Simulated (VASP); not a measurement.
Ga2O3: single point with r2SCAN

Crystal: Ga2O3.

```
CELL_PARAMETERS angstrom
2.49230 1.43893 4.25663
-2.49230 1.43893 4.25663
0.00000 -2.87786 4.25663
ATOMIC_POSITIONS crystal
Ga 0.35540 0.35540 0.35540
Ga 0.14460 0.14460 0.14460
Ga 0.64460 0.64460 0.64460
Ga 0.85540 0.85540 0.85540
O 0.55363 0.94637 0.25000
O 0.25000 0.55363 0.94637
O 0.94637 0.25000 0.55363
O 0.44637 0.05363 0.75000
O 0.75000 0.44637 0.05363
O 0.05363 0.75000 0.44637
```

This cell differs from its parent crystal: strain +0.000 along x and y, -0.050 along z.

```
Program                : VASP 6.6.1
Task                   : single point
Functional             : r2SCAN
Potentials or basis    : VASP PAW PBE potentials, release 64 (Ga_d, O)
Cutoff                 : 520 eV
k mesh                 : 6 × 6 × 6
Occupations            : gaussian, width 0.05 eV
Spin                   : no spin polarisation
Dipole correction      : no
Further INCAR settings : ALGO = Normal; EDIFF = 1e-07; NBANDS = 55
```

| Property | Result |
| --- | --- |
| Pressure | 14.8 GPa |
| Largest force | 0.429 eV/Å |
| Band gap on the k mesh | 3.97 eV (least direct gap 4.14 eV) |

Forces in eV/Å, atoms in the order of the input:
```
Ga   0.000  0.000  0.429
Ga   0.000  0.000 -0.429
Ga   0.000  0.000 -0.429
Ga   0.000  0.000  0.429
O    0.021  0.000  0.000
O   -0.010  0.018  0.000
O   -0.010 -0.018  0.000
O   -0.021  0.000  0.000
O    0.010 -0.018  0.000
O    0.010  0.018  0.000
```

Stress tensor (GPa, compression positive):
```
10.20  0.00  0.00
 0.00 10.20  0.00
 0.00  0.00 23.93
```

Levels at points of the mesh, in eV from the valence-band top:
```
           k point  band 40  band 41  band 42  band 43  band 44  band 45  band 46  band 47  band 48  band 49
(0.00, 0.00, 0.00)    -0.51    -0.51    -0.37    -0.37    -0.17     3.97     7.66     8.10     9.73    11.59
(0.50, 0.00, 0.00)    -1.31    -0.99    -0.99    -0.15    -0.15     7.75     7.75     7.82     7.82    10.90
(0.50, 0.50, 0.00)    -1.24    -1.03    -0.62    -0.21    -0.15     7.90     7.98     8.51     9.06     9.98
(0.50, 0.50, 0.50)    -1.57    -0.50    -0.50    -0.50    -0.50     6.99     6.99     9.33     9.33    10.31
```

It took 35 min on 1 thread of Intel Xeon 8259CL, with other jobs on the host, peak memory 0.29 GiB.

Caveat: the cell differs from its parent crystal (strain +0.000 along x and y, -0.050 along z); the stress differs along the axes, from 10 to 24 GPa; the PAW data sets were made with another functional, which shifts forces and pressure a little. A k mesh can miss the band edges.
